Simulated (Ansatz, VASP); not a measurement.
## PbSe in VASP and in Ansatz

```
Pb Se
1.0
     0.00000    3.06065    3.06065
     3.06065    0.00000    3.06065
     3.06065    3.06065    0.00000
Pb Se
1 1
Direct
  0.00000 0.00000 0.00000
  0.50000 0.50000 0.50000
```

Alike in both runs: functional PBEsol; k mesh 6 × 6 × 6; occupations fermi-dirac, width 0.05 eV; non-collinear spin, spin-orbit coupling.

```csv
,VASP,Ansatz
version,VASP 6.6.1,Ansatz 0.2.0
potentials or method,"VASP PAW PBE potentials, release 64 (Pb_d, Se), cutoff 520 eV","all-electron LAPW, relativistic spinors"
task,single point,band structure
```

|  | VASP | Ansatz | Ansatz less VASP |
| --- | --- | --- | --- |
| pressure (GPa) | -1.0 | -1.1 | -0.14 |
| net moment per atom (μB) | 0.00 | 0.00 | 0.000 |

VASP's potentials were made for PBE, not for PBEsol. Ansatz ran all-electron here, and VASP with PAW potentials.
